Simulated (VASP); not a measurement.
# Cu (P6_3/mmc) in VASP: further runs

The runs below take Cu through single point, with PBEsol.

All numbers are computed with VASP 6.6.1; they aren't measurements. Logs are shortened: lines on timing, memory, paths and dates and some standing lists are left out, and cuts for length are marked.

## Step 1: The cell of the first run

The structure is hexagonal, space group P6_3/mmc (No. 194). The conventional cell has a = 2.534 Å, b = 2.534 Å, c = 4.133 Å, α = 90.00°, β = 90.00°, γ = 120.00°. Within 3.3 Å of Cu (site symmetry -6m2) lie 12 Cu at 2.53 Å.

## Step 2: Single point, PBEsol (strain +0.0050 x Voigt [0, 0, 1, 0, 0, 0])

INCAR reads:

```
SYSTEM = Cu
ALGO     = Fast           ! electronic algorithm
EDIFF    = 1E-7           ! SCF threshold, eV
ENCUT    = 520            ! plane-wave cutoff, eV
GGA      = PS             ! functional
ISIF     = 2              ! what is computed and relaxed
ISMEAR   = 0              ! smearing method
LASPH    = .TRUE.         ! aspherical terms in the spheres
LCHARG   = .FALSE.        ! write CHGCAR
LREAL    = .FALSE.        ! projectors in reciprocal space
LWAVE    = .FALSE.        ! write WAVECAR
NBANDS   = 18             ! bands
NELM     = 60             ! most SCF steps
PREC     = Accurate       ! precision mode
SIGMA    = 0.15           ! smearing width, eV
```

KPOINTS reads:

```
k-points
0
G
  24 24 12
  0 0 0
```

POSCAR reads:

```
Cu
1.0
    2.5340966698      0.0000000000      0.0000000000
   -1.2670483349      2.1945920917      0.0000000000
    0.0000000000      0.0000000000      4.1331338550
Cu
2
Direct
    0.3333333333      0.6666666667      0.2500000000
    0.6666666667      0.3333333333      0.7500000000
```

Potentials or basis: VASP PAW PBE potentials, release 64 (Cu).

Command:

```console
$ cat potpaw_PBE.64/Cu/POTCAR > POTCAR
$ mpirun -np 1 vasp_std > vasp.out
```

OUTCAR:

```text
SYSTEM = Cu
   EDIFF = 1E-7
   ENCUT = 520
   GGA = PS
   ISIF = 2
   ISMEAR = 0
   LASPH = .TRUE.
   LREAL = .FALSE.
   NELM = 60
   PREC = Accurate

 ion  position               nearest neighbor table
   1  0.333  0.667  0.250-   2 2.53   2 2.53   2 2.53   2 2.53   2 2.53   2 2.53
   2  0.667  0.333  0.750-   1 2.53   1 2.53   1 2.53   1 2.53   1 2.53   1 2.53

  LATTYP: Found a hexagonal cell.
 ALAT       =     2.5340966698
 C/A-ratio  =     1.6310087552

  Lattice vectors:

 A1 = (   2.5340966698,   0.0000000000,   0.0000000000)
 A2 = (  -1.2670483349,   2.1945920917,   0.0000000000)
 A3 = (   0.0000000000,   0.0000000000,   4.1331338550)

Analysis of symmetry for initial positions (statically):
=====================================================================
 Subroutine PRICEL returns:
 Original cell was already a primitive cell.

 Routine SETGRP: Setting up the symmetry group for a
 hexagonal supercell.

 Subroutine GETGRP returns: Found 24 space group operations
 (whereof 12 operations were pure point group operations)
 out of a pool of 24 trial point group operations.

The static configuration has the point symmetry D_3d.
 The point group associated with its full space group is D_6h.

Analysis of symmetry for dynamics (positions and initial velocities):
=====================================================================
 Subroutine PRICEL returns:
 Original cell was already a primitive cell.

 Routine SETGRP: Setting up the symmetry group for a
 hexagonal supercell.

 Subroutine GETGRP returns: Found 24 space group operations
 (whereof 12 operations were pure point group operations)
 out of a pool of 24 trial point group operations.

The dynamic configuration has the point symmetry D_3d.
 The point group associated with its full space group is D_6h.

 Subroutine INISYM returns: Found 24 space group operations
 (whereof 12 operations are pure point group operations),
 and found     1 'primitive' translations

----------------------------------------------------------------------------------------

                                     Primitive cell

  volume of cell :      22.9856

  direct lattice vectors                    reciprocal lattice vectors
     2.534096670  0.000000000  0.000000000     0.394617937  0.227832772  0.000000000
    -1.267048335  2.194592092  0.000000000     0.000000000  0.455665544  0.000000000
     0.000000000  0.000000000  4.133133855     0.000000000  0.000000000  0.241947160

  length of vectors
     2.534096670  2.534096670  4.133133855     0.455665544  0.455665544  0.241947160

  position of ions in fractional coordinates (direct lattice)
     0.333333333  0.666666667  0.250000000
     0.666666667  0.333333333  0.750000000

  ion indices of the primitive-cell ions
   primitive index   ion index
                 1           1
                 2           2

----------------------------------------------------------------------------------------

 KPOINTS: k-points

Automatic generation of k-mesh.
 Grid dimensions read from file:
 generate k-points for:   24   24   12

 Generating k-lattice:

  Cartesian coordinates                     Fractional coordinates (reciprocal lattice)
     0.016442414  0.009493032  0.000000000     0.041666667  0.000000000  0.000000000
     0.000000000  0.018986064  0.000000000     0.000000000  0.041666667  0.000000000
     0.000000000  0.000000000  0.020162263     0.000000000  0.000000000  0.083333333

  Length of vectors
     0.018986064  0.018986064  0.020162263

  Shift w.r.t. Gamma in fractional coordinates (k-lattice)
     0.000000000  0.000000000  0.000000000

 Subroutine IBZKPT returns following result:
 ===========================================

 Found    427 irreducible k-points:

 Following reciprocal coordinates:
            Coordinates               Weight
  0.000000  0.000000  0.000000      1.000000
  0.041667 -0.000000  0.000000      6.000000
  0.083333  0.000000  0.000000      6.000000
  0.125000 -0.000000  0.000000      6.000000
  0.166667 -0.000000  0.000000      6.000000
  0.208333 -0.000000  0.000000      6.000000
[... 16 lines left out ...]
  0.416667  0.041667  0.000000     12.000000
  0.458333  0.041667  0.000000     12.000000
 [... further k-points ...]
   k-points           NKPTS =    427   k-points in BZ     NKDIM =    427   number of bands    NBANDS=     18
   number of dos      NEDOS =    301   number of ions     NIONS =      2
   total plane-waves  NPLWV =  12800
   dimension x,y,z NGX =    20 NGY =   20 NGZ =   32
   dimension x,y,z NGXF=    40 NGYF=   40 NGZF=   64
   ions per type =               2
   NGX,Y,Z   is equivalent  to a cutoff of  13.12, 13.12, 12.87 a.u.
   NGXF,Y,Z  is equivalent  to a cutoff of  26.24, 26.24, 25.74 a.u.
 SYSTEM =  Cu
   PREC   = accura    normal or accurate (medium, high low for compatibility)
   ISTART =      0    job   : 0-new  1-cont  2-samecut
   ICHARG =      2    charge: 1-file 2-atom 10-const
   ISPIN  =      1    spin polarized calculation?
   LNONCOLLINEAR =      F non collinear calculations
   LSORBIT =      F    spin-orbit coupling
   LASPH  =      T    aspherical Exc in radial PAW
   ENCUT  =  520.0 eV  38.22 Ry    6.18 a.u.   4.71  4.71  7.68*2*pi/ulx,y,z
   NELM   =     60;   NELMIN=  2; NELMDL= -5     # of ELM steps
   EDIFF  = 0.1E-06   stopping-criterion for ELM
   LREAL  =      F    real-space projection
   EDIFFG = 0.1E-05   stopping-criterion for IOM
   NSW    =      0    number of steps for IOM
   IBRION =     -1    ionic relax: 0-MD 1-quasi-New 2-CG
   NFREE  =      0    steps in history (QN), initial steepest desc. (CG)
   ISIF   =      2    stress and relaxation
   ISYM   =      2    0-nonsym 1-usesym 2-fastsym
   POTIM  = 0.5000    time-step for ionic-motion
   TEBEG  =    0.0;   TEEND  =   0.0 temperature during run
   PSTRESS=    0.0 pullay stress
   NELECT =      22.0000    total number of electrons
   NUPDOWN=      -1.0000    fix difference up-down
   EMIN   =  10.00;   EMAX   =-10.00  energy-range for DOS
   EFERMI =   0.00;   METHOD = LEGACY
   ISMEAR =     0;   SIGMA  =   0.15  broadening in eV -4-tet -1-fermi 0-gaus
   EFERMI_NEDOS =   21; number of points for ismear=-14 and -15
   IALGO  =     68    algorithm
   IMIX   =      4    mixing-type and parameters
     AMIX     =   0.40;   BMIX     =  1.00
     AMIX_MAG =   1.60;   BMIX_MAG =  1.00
  volume/ion in A,a.u.               =      11.49        77.56
  Fermi-wavevector in a.u.,A,eV,Ry     =   1.613356  3.048801 35.414849  2.602918
  Thomas-Fermi vector in A             =   2.708439
   LORBIT       =      0    0 simple, 1 ext, 2 COOP (PROOUT), +10 PAW based schemes
   GGA     = PS    functional components
   LHFCALC =     F    Hartree Fock is set to
   AEXX    =    0.0000 exact exchange contribution
   IVDW    =     0    specifies the selected vdW correction
   LEPSILON=     F    determine dielectric tensor
   LRPA    =     F    only Hartree local field effects (RPA)
 non-spin polarized calculation
 RMM-DIIS sequential band-by-band and
 Gauss-broadening in eV      SIGMA  =   0.15
  energy-cutoff  :      520.00
  volume of cell :       22.99
 maximum number of plane-waves:       640
 NGX is ok and might be reduce to    20
   NGX =  9   NGY =  9   NGZ = 15

 number of electron      21.9999982 magnetization

 Free energy of the ion-electron system (eV)
  ---------------------------------------------------
  ext. energy  EPLUGINS =         0.00000000
  ---------------------------------------------------
  free energy    TOTEN  =        -8.60252340 eV

  energy without entropy =       -8.59603711  energy(sigma->0) =       -8.59928025

 E-fermi :   7.7141     XC(G=0): -13.0672

 val. band max:        7.6946721390   @ k =   0.5000  -0.0000   0.0833
 cond. band min:       7.7239200596   @ k =   0.5000  -0.0000   0.0000
 fundamental gap:      0.0292479206
 Fermi energy:         7.7141300525

 k-point     1 :       0.0000    0.0000    0.0000
  band No.  band energies     occupation
      1      -1.8575      2.00000
      2       2.4937      2.00000
      3       4.6313      2.00000
      4       4.6901      2.00000
      5       4.6901      2.00000
      6       4.9088      2.00000
[... 10 lines left out ...]
     17      31.4892      0.00000
     18      31.9690      0.00000

 k-point     2 :       0.0417   -0.0000    0.0000
  band No.  band energies     occupation
      1      -1.8002      2.00000
      2       2.5276      2.00000
      3       4.5840      2.00000
      4       4.7115      2.00000
      5       4.7319      2.00000
      6       4.8976      2.00000
[... 10 lines left out ...]
     17      32.0664      0.00000
     18      32.2334      0.00000

 k-point     3 :       0.0833    0.0000    0.0000
  band No.  band energies     occupation
      1      -1.6289      2.00000
      2       2.6259      2.00000
      3       4.5040      2.00000
      4       4.7748      2.00000
      5       4.7922      2.00000
      6       4.8718      2.00000
[... 10 lines left out ...]
     17      32.2627      0.00000
     18      32.5969      0.00000

 k-point     4 :       0.1250   -0.0000    0.0000
  band No.  band energies     occupation
      1      -1.3467      2.00000
      2       2.7772      2.00000
      3       4.4090      2.00000
      4       4.7908      2.00000
      5       4.8073      2.00000
      6       4.8770      2.00000
[... 10 lines left out ...]
     17      31.5150      0.00000
     18      32.7452      0.00000

 k-point     5 :       0.1667   -0.0000    0.0000
  band No.  band energies     occupation
      1      -0.9589      2.00000
      2       2.9603      2.00000
      3       4.3086      2.00000
      4       4.4844      2.00000
      5       4.7337      2.00000
      6       5.0118      2.00000
[... 10 lines left out ...]
     17      29.6927      0.00000
     18      31.5122      0.00000

 k-point     6 :       0.2083   -0.0000    0.0000
  band No.  band energies     occupation
      1      -0.4747      2.00000
      2       3.1399      2.00000
      3       4.1905      2.00000
      4       4.2213      2.00000
      5       4.6773      2.00000
      6       4.9520      2.00000
[... 10 lines left out ...]
     17      27.8714      0.00000
     18      29.9344      0.00000

 k-point     7 :       0.2500   -0.0000    0.0000
  band No.  band energies     occupation
      1       0.0913      2.00000
      2       3.2671      2.00000
      3       3.9376      2.00000
      4       4.1715      2.00000
      5       4.6464      2.00000
      6       4.8751      2.00000
[... 10 lines left out ...]
     17      26.3165      0.00000
     18      28.6646      0.00000

 k-point     8 :       0.2917    0.0000    0.0000
  band No.  band energies     occupation
      1       0.7141      2.00000
      2       3.3059      2.00000
      3       3.7274      2.00000
      4       4.1705      2.00000
      5       4.6642      2.00000
      6       4.8018      2.00000
[... 10 lines left out ...]
     17      24.9992      0.00000
     18      27.9230      0.00000
[... 229 lines left out ...]
     17      25.9484      0.00000
     18      28.7601      0.00000

 k-point    20 :       0.2917    0.0417    0.0000
  band No.  band energies     occupation
      1       1.0709      2.00000
      2       3.3147      2.00000
      3       3.6370      2.00000
      4       4.1578      2.00000
      5       4.6963      2.00000
      6       4.7335      2.00000
[... 10 lines left out ...]
     17      24.3834      0.00000
     18      28.2859      0.00000

 k-point    21 :       0.3333    0.0417    0.0000
  band No.  band energies     occupation
      1       1.6897      2.00000
      2       3.2573      2.00000
      3       3.4918      2.00000
      4       4.2130      2.00000
      5       4.6798      2.00000
      6       4.7764      2.00000
[... 10 lines left out ...]
     17      22.8214      0.00000
     18      27.9814      0.00000

 k-point    22 :       0.3750    0.0417    0.0000
  band No.  band energies     occupation
      1       2.2148      2.00000
      2       3.1826      2.00000
      3       3.3848      2.00000
      4       4.3150      2.00000
      5       4.6394      2.00000
      6       4.7792      2.00000
[... 10 lines left out ...]
     17      21.4124      0.00000
     18      27.7799      0.00000

 k-point    23 :       0.4167    0.0417    0.0000
  band No.  band energies     occupation
      1       2.5775      2.00000
      2       3.1098      2.00000
      3       3.3146      2.00000
      4       4.4510      2.00000
      5       4.6132      2.00000
      6       4.7363      2.00000
[... 10 lines left out ...]
     17      20.7135      0.00000
     18      27.6545      0.00000

 k-point    24 :       0.4583    0.0417    0.0000
  band No.  band energies     occupation
      1       2.7645      2.00000
      2       3.0525      2.00000
      3       3.2798      2.00000
      4       4.5530      2.00000
      5       4.6006      2.00000
      6       4.7133      2.00000
[... 10 lines left out ...]
     17      20.5214      0.00000
     18      27.5951      0.00000

 [... further k-points ...]

------------------------ aborting loop because EDIFF is reached ----------------------------------------

  FORCE on cell =-STRESS in cart. coord.  units (eV):
  Direction    XX          YY          ZZ          XY          YZ          ZX
  --------------------------------------------------------------------------------------
  -------------------------------------------------------------------------------------
  Total       -0.2784674     -0.2784674     -0.1390158      0.0000000      0.0000000      0.0000000
  in kB      -19.4101292    -19.4101292     -9.6898745      0.0000000      0.0000000      0.0000000
  external PRESSURE =     -16.1700443 kB  Pullay stress =       0.0000000 kB

 VOLUME and BASIS-vectors are now :
 -----------------------------------------------------------------------------
  energy-cutoff  :      520.00
  volume of cell :       22.99
      direct lattice vectors                 reciprocal lattice vectors
     2.534096670  0.000000000  0.000000000     0.394617937  0.227832772  0.000000000
    -1.267048335  2.194592092  0.000000000     0.000000000  0.455665544  0.000000000
     0.000000000  0.000000000  4.133133855     0.000000000  0.000000000  0.241947160

 POSITION                                       TOTAL-FORCE (eV/Angst)
 -----------------------------------------------------------------------------------
     -0.00000      1.46306      1.03328         0.000000      0.000000      0.000000
      1.26705      0.73153      3.09985        -0.000000     -0.000000      0.000000
 -----------------------------------------------------------------------------------
    total drift:                                0.000000     -0.000000      0.000000

  FREE ENERGIE OF THE ION-ELECTRON SYSTEM (eV)
  ---------------------------------------------------
  free  energy   TOTEN  =        -8.6025234014 eV

  energy  without entropy=       -8.5960371072  energy(sigma->0) =       -8.59928025
```

It took 72 s on 1 thread of Intel Xeon 6975P-C (Granite Rapids), shared host; peak memory 0.25 GiB.

Results:

```yaml
Free_energy: -8.6025 eV
Pressure: -1.6 GPa
Band_gap_on_the_k_mesh: zero (band 11 reaches 11.82 eV, above the bottom of band 12 at 5.76 eV)
```

Stress tensor (GPa, compression positive):
```
-1.94  0.00  0.00
 0.00 -1.94  0.00
 0.00  0.00 -0.97
```

Levels at points of the mesh, in eV from the Fermi level:
```
           k point  band 8  band 9  band 10  band 11  band 12  band 13  band 14  band 15
(0.00, 0.00, 0.00)   -2.51   -2.51    -1.73    -1.73    -1.08     3.92    21.57    22.10
(0.50, 0.00, 0.00)   -1.63   -1.58    -1.53     0.01     1.62     7.88     8.28    10.85
(0.00, 0.00, 0.50)   -3.07   -1.96    -1.96    -1.96    -1.96    12.70    12.70    22.27
(0.50, 0.00, 0.50)   -1.91   -1.57    -1.57     0.46     0.46     4.99     4.99    16.35
```

Caveat: the cell differs from its parent crystal (strain +0.0050 x Voigt [0, 0, 1, 0, 0, 0]); the PAW data sets were made with another functional, which shifts forces and pressure a little.

## Step 3: Single point, PBEsol (strain +0.0100 x Voigt [0, 0, 1, 0, 0, 0])

INCAR reads:

```
PREC = Accurate ; ENCUT = 520
EDIFF = 1E-6 ; ISMEAR = 0
SIGMA = 0.15 ; LREAL = F
LASPH = T ; NELM = 100
ALGO = Fast ; ISIF = 2
LWAVE = F ; LCHARG = T
GGA = PS ; LELF = T
LVHAR = T ; NBANDS = 18
```

KPOINTS reads:

```
regular mesh
0
Gamma
  24 24 12
```

Changes to POSCAR since step 2:

```diff
@@ -4,3 +4,3 @@
    -1.2670483349      2.1945920917      0.0000000000
-    0.0000000000      0.0000000000      4.1331338550
+    0.0000000000      0.0000000000      4.1536967100
 Cu
```

Potentials or basis: VASP PAW PBE potentials, release 64 (Cu).

Command:

```console
$ cat potpaw_PBE.64/Cu/POTCAR > POTCAR
$ mpirun -np 1 vasp_std > vasp.out
```

Wall time 66 s (1 thread of Intel Xeon 6975P-C (Granite Rapids), shared host); peak memory 0.25 GiB.

Results (log left out):

| Property | Result |
| --- | --- |
| Free energy | -8.6014 eV |
| Pressure | -2.5 GPa |
| Band gap on the k mesh | zero (band 11 reaches 11.77 eV, above the bottom of band 12 at 5.70 eV) |

Levels at points of the mesh, in eV from the Fermi level:
| k point | band 8 | band 9 | band 10 | band 11 | band 12 | band 13 | band 14 | band 15 |
| --- | --- | --- | --- | --- | --- | --- | --- | --- |
| (0.00, 0.00, 0.00) | -2.48 | -2.48 | -1.72 | -1.72 | -1.11 | 3.82 | 21.60 | 22.14 |
| (0.50, 0.00, 0.00) | -1.62 | -1.58 | -1.52 | 0.02 | 1.62 | 7.84 | 8.21 | 10.80 |
| (0.00, 0.00, 0.50) | -3.05 | -1.95 | -1.95 | -1.95 | -1.95 | 12.53 | 12.53 | 22.30 |
| (0.50, 0.00, 0.50) | -1.90 | -1.56 | -1.56 | 0.47 | 0.47 | 4.97 | 4.97 | 16.35 |

Caveat: the cell differs from its parent crystal (strain +0.0100 x Voigt [0, 0, 1, 0, 0, 0]); the PAW data sets were made with another functional, which shifts forces and pressure a little.

## Step 4: Single point, PBEsol (strain +0.0150 x Voigt [0, 0, 1, 0, 0, 0])

INCAR reads:

```
SYSTEM = Cu
  PREC = Accurate
  ENCUT = 520
  EDIFF = 1E-7
  ISMEAR = 0
  SIGMA = 0.15
  LREAL = .FALSE.
  LASPH = .TRUE.
  NELM = 60
  ALGO = Fast
  ISIF = 2
  LWAVE = .FALSE.
  LCHARG = .TRUE.
  GGA = PS
  LELF = .TRUE.
  LVHAR = .TRUE.
  NBANDS = 18
```

KPOINTS reads:

```
Automatic mesh
0
G
  24 24 12
  0 0 0
```

Changes to POSCAR since step 3:

```diff
@@ -4,3 +4,3 @@
    -1.2670483349      2.1945920917      0.0000000000
-    0.0000000000      0.0000000000      4.1536967100
+    0.0000000000      0.0000000000      4.1742595650
 Cu
```

Command:

```console
$ cat potpaw_PBE.64/Cu/POTCAR > POTCAR
$ mpirun -np 1 vasp_std > vasp.out
```

Run time: 69 s. Hardware: 1 thread of Intel Xeon 6975P-C (Granite Rapids), shared host; peak memory 0.25 GiB.

Results (log left out):

| Item | Value |
| --- | --- |
| Free energy | -8.5993 eV |
| Pressure | -3.1 GPa |
| Band gap on the k mesh | zero (band 11 reaches 11.72 eV, above the bottom of band 12 at 5.64 eV) |

Stress tensor (GPa, compression positive):
```
-2.85  0.00  0.00
 0.00 -2.85  0.00
 0.00  0.00 -3.71
```

Levels at points of the mesh, in eV from the Fermi level:
| k point | band 7 | band 8 | band 9 | band 10 | band 11 | band 12 | band 13 | band 14 | band 15 | band 16 |
| --- | --- | --- | --- | --- | --- | --- | --- | --- | --- | --- |
| (0.00, 0.00, 0.00) | -2.79 | -2.46 | -2.46 | -1.72 | -1.72 | -1.14 | 3.73 | 21.63 | 22.17 | 22.17 |
| (0.50, 0.00, 0.00) | -2.76 | -1.61 | -1.58 | -1.51 | 0.03 | 1.63 | 7.79 | 8.14 | 10.74 | 11.07 |
| (0.00, 0.00, 0.50) | -3.03 | -3.03 | -1.94 | -1.94 | -1.94 | -1.94 | 12.36 | 12.36 | 22.32 | 22.32 |
| (0.50, 0.00, 0.50) | -1.90 | -1.90 | -1.55 | -1.55 | 0.48 | 0.48 | 4.96 | 4.96 | 16.36 | 16.36 |

Caveat: the cell differs from its parent crystal (strain +0.0150 x Voigt [0, 0, 1, 0, 0, 0]); the PAW data sets were made with another functional, which shifts forces and pressure a little.

(Continued in part 2 of 2.)
